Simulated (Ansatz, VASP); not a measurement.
# Cs: VASP beside Ansatz

INCAR

```
  PREC = Accurate
  ENCUT = 400
  EDIFF = 1E-6
  ISMEAR = 0
  SIGMA = 0.005
  LREAL = False
  LASPH = True
  NELM = 200
  ALGO = Normal
  ISIF = 2
  LWAVE = False
  LCHARG = True
  ISPIN = 2
  MAGMOM = 0.5
  LORBIT = 11
  GGA = CA
  LELF = True
  LVHAR = True
  NBANDS = 14
  GGA_COMPAT = False
  NELMDL = -8
```

KPOINTS

```
Automatic mesh
0
Gamma
  1 1 1
```

Contents of POSCAR:

```
Cs
1.0
   10.5000000000      0.0000000000      0.0000000000
    0.0000000000     11.0000000000      0.0000000000
    0.0000000000      0.0000000000     11.5000000000
Cs
1
Direct
    0.5000000000      0.5045454500      0.5000000000
```

Input for Ansatz:

```yaml
crystal:
  lattice:
    - [10.5, 0.0, 0.0]
    - [0.0, 11.0, 0.0]
    - [0.0, 0.0, 11.5]
  atoms:
    - { symbol: Cs, position: [0.5, 0.50454545, 0.5], spin: 0.5 }
magnetization:
  spin_polarized: true
hamiltonian:
  xc: lda
kpoints:
  mp_grid: { grid: [1, 1, 1] }
scf:
  occupations: { method: gaussian, width: 0.005 }
  max_iter: 140
  lower_state_search: "off"
output:
  forces: true
```

Alike in both runs: task single point; functional LDA; k mesh 1 × 1 × 1; occupations gaussian, width 0.005 eV; collinear spin.

```csv
,VASP,Ansatz
version,VASP 6.6.1,Ansatz 0.2.0
potentials or method,"VASP PAW LDA potentials, release 64 (Cs_sv)","scalar-relativistic, plane waves, PAW"
plane-wave cutoff (eV),400,420
valence electrons in the cell,9,9
```

VASP gave:

```
net moment per atom (μB)                                      : 1.00
size of the moment on the site where the two differ most (μB) : 0.03
```

Task: Estimate Ansatz's values.

Result: net moment per atom (μB): 1.00; size of the moment on the site where the two differ most (μB): 0.90.

LDA's correlation is that of Perdew and Zunger in VASP and of Perdew and Wang (1992) in Ansatz. Site moments also hang on the region over which each program counts them. Ansatz's warnings: stability check not made.

Neither program's run includes spin-orbit coupling.
